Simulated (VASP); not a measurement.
## Si: relaxation of cell and atoms with PBE

Si:

```
Si
1.0
     0.00000    2.72185    2.72185
     2.72185    0.00000    2.72185
     2.72185    2.72185    0.00000
Si
2
Direct
  0.75000 0.75000 0.75000
  0.50000 0.50000 0.50000
```

```json
{
 "Program": "VASP 6.6.1",
 "Task": "relaxation of cell and atoms",
 "Functional": "PBE",
 "Potentials or basis": "VASP PAW PBE potentials, release 64 (Si)",
 "Cutoff": "500 eV",
 "k mesh": "8 × 8 × 8",
 "Occupations": "methfessel-paxton, width 0.02 eV",
 "Spin": "no spin polarisation",
 "Dipole correction": "no",
 "Further INCAR settings": "ALGO = Normal; EDIFF = 1e-07; IBRION = 2; EDIFFG = -0.005; NSW = 100; ISIF = 3"
}
```

- Relaxed volume: 20.44 Å³/atom
- Relaxed cell: a = 3.867 Å, b = 3.867 Å, c = 3.867 Å, α = 60.00°, β = 60.00°, γ = 60.00°
- Space group after relaxing (to 0.1 Å): Fd-3m (No. 227)
- Energy gained by relaxing: 1.1 meV/atom
- Ionic steps: 3
- Pressure after relaxing: 0.0 GPa
- Band gap on the k mesh: 0.65 eV (least direct gap 2.56 eV)

Step by step:
| step | energy change (eV) | largest force (eV/Å) | pressure (GPa) | volume (Å³) |
| --- | --- | --- | --- | --- |
| 1 | 0.0000 | 0.0000 | 1.26 | 40.33 |
| 2 | -0.0012 | 0.0000 | -0.80 | 41.26 |
| 3 | -0.0021 | 0.0000 | 0.01 | 40.88 |

Final structure:
```
Si
1.0
     0.00000    2.73427    2.73427
     2.73427    0.00000    2.73427
     2.73427    2.73427    0.00000
Si
2
Cartesian
  4.1014 4.1014 4.1014
  2.7343 2.7343 2.7343
```

Levels at points of the mesh, in eV from the valence-band top:
```tsv
k point	band 1	band 2	band 3	band 4	band 5	band 6	band 7	band 8
(0.00, 0.00, 0.00)	-11.82	0.00	0.00	0.00	2.56	2.56	2.56	3.14
(0.50, 0.00, 0.00)	-9.54	-6.87	-1.18	-1.18	1.47	3.35	3.35	7.70
(0.50, 0.50, 0.00)	-7.75	-7.75	-2.79	-2.79	0.75	0.75	9.94	9.94
```

Run time: 35 s on 1 thread of Intel Xeon 8259CL, with other jobs on the host, peak memory 0.15 GiB.

A k mesh can miss the band edges.
